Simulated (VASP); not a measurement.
ZnO: relaxation of shape and atoms at fixed volume with r2SCAN

The system is ZnO.

```
Zn O
1.0
     3.20252    0.00000    0.00000
    -1.60126    2.77346    0.00000
     0.00000    0.00000    5.15876
Zn O
2 2
Direct
  0.33333 0.66667 0.49969
  0.66667 0.33333 0.99969
  0.66667 0.33333 0.37932
  0.33333 0.66667 0.87932
```

```yaml
Program: VASP 6.6.1
Task: relaxation of shape and atoms at fixed volume
Functional: r2SCAN
Potentials_or_basis: VASP PAW PBE potentials, release 64 (Zn, O)
Cutoff: 600 eV
k_mesh: 12 × 12 × 6
Occupations: gaussian, width 0.02 eV
Spin: no spin polarisation
Dipole_correction: no
Further_INCAR_settings: ALGO = Normal; EDIFF = 1e-07; IBRION = 2; EDIFFG = -0.01; NSW = 50; ISIF = 4
```

```
Pressure after relaxing      : 5.7 GPa
Largest force after relaxing : 0.004 eV/Å
Band gap on the k mesh       : 1.28 eV
```

Forces in eV/Å, atoms in the order of the input:
```
Zn   0.000  0.000  0.004
Zn   0.000  0.000  0.004
O    0.000  0.000 -0.004
O    0.000  0.000 -0.004
```

Stress tensor (GPa, compression positive):
```
5.73 0.00 0.00
0.00 5.73 0.00
0.00 0.00 5.63
```

Final structure:
```cif
data_structure
_symmetry_space_group_name_H-M 'P 1'
_symmetry_Int_Tables_number 1
_cell_length_a 3.2025
_cell_length_b 3.2025
_cell_length_c 5.1588
_cell_angle_alpha 90.000
_cell_angle_beta 90.000
_cell_angle_gamma 120.000
_cell_volume 45.82
loop_
_atom_site_label
_atom_site_type_symbol
_atom_site_fract_x
_atom_site_fract_y
_atom_site_fract_z
_atom_site_occupancy
Zn1 Zn 0.33333 0.66667 0.49969 1
Zn2 Zn 0.66667 0.33333 0.99969 1
O1 O 0.66667 0.33333 0.37932 1
O2 O 0.33333 0.66667 0.87932 1
```

Levels at points of the mesh, in eV from the valence-band top:
```csv
k point,band 16,band 17,band 18,band 19,band 20,band 21
"(0.00, 0.00, 0.00)",-0.11,0.00,0.00,1.28,5.99,8.94
"(0.50, 0.00, 0.00)",-2.44,-1.36,-0.91,6.57,7.40,8.12
"(0.00, 0.00, 0.50)",-0.42,-0.42,-0.42,4.01,4.01,10.96
"(0.50, 0.00, 0.50)",-1.62,-1.47,-1.47,6.30,6.30,9.37
```

Wall time 3.2 min on 1 thread of AMD EPYC 9R45 96-Core Processor (Zen 5) (shared host), peak memory 0.21 GiB.

Caveat: the relaxation stopped at its first step, so nothing moved; the PAW data sets were made with another functional, which shifts forces and pressure a little.
